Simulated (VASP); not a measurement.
Write the native input for VASP 6.6.1 that does the following.

| Quantity | Value |
| --- | --- |
| Task | single point |
| Functional | LDA |
| Potentials or basis | VASP PAW LDA potentials, release 64 (Os_sv_GW) |
| Cutoff | 500 eV |
| k mesh | 13 × 13 × 8 |
| Occupations | fermi-dirac, width 0.01 eV |
| Spin | no spin polarisation |
| Dipole correction | no |
| Second run | valence_matched |
| Further INCAR settings | ALGO = Normal; EDIFF = 1e-06; NBANDS = 23 |

The structure of Os lies in POSCAR:

```
Os
1.0
    2.7175247593      0.0000000000      0.0000000000
   -1.3587623796      2.3534454770      0.0000000000
    0.0000000000      0.0000000000      4.2844606214
Os
2
Direct
    0.3333333333      0.6666666667      0.2500000000
    0.6666666667      0.3333333333      0.7500000000
```

One way to write it, as run:

INCAR

```
  ALGO = Normal
  EDIFF = 1E-6
  ENCUT = 500
  GGA = CA
  GGA_COMPAT = F
  ISIF = 2
  ISMEAR = -1
  LASPH = T
  LCHARG = F
  LREAL = F
  LWAVE = F
  NBANDS = 23
  NELM = 120
  PREC = Accurate
  SIGMA = 0.01
```

KPOINTS

```
k-points
0
Gamma
  13 13 8
```

Potentials or basis: VASP PAW LDA potentials, release 64 (Os_sv_GW).

Command:

```bash
$ cat potpaw_LDA.64/Os_sv_GW/POTCAR > POTCAR
$ mpirun -np 1 vasp_std > vasp.out
```

Results of the run:

```
Pressure               : -0.8 GPa
Band gap on the k mesh : zero (band 16 reaches 16.09 eV, above the bottom of band 17 at 12.12 eV)
```

Caveat: spin-orbit coupling is left out, which moves the levels of the heavy elements.

Run time: 38 s on 1 thread of AMD EPYC 9R45 (Zen 5), with other jobs on the host, peak memory 0.13 GiB.
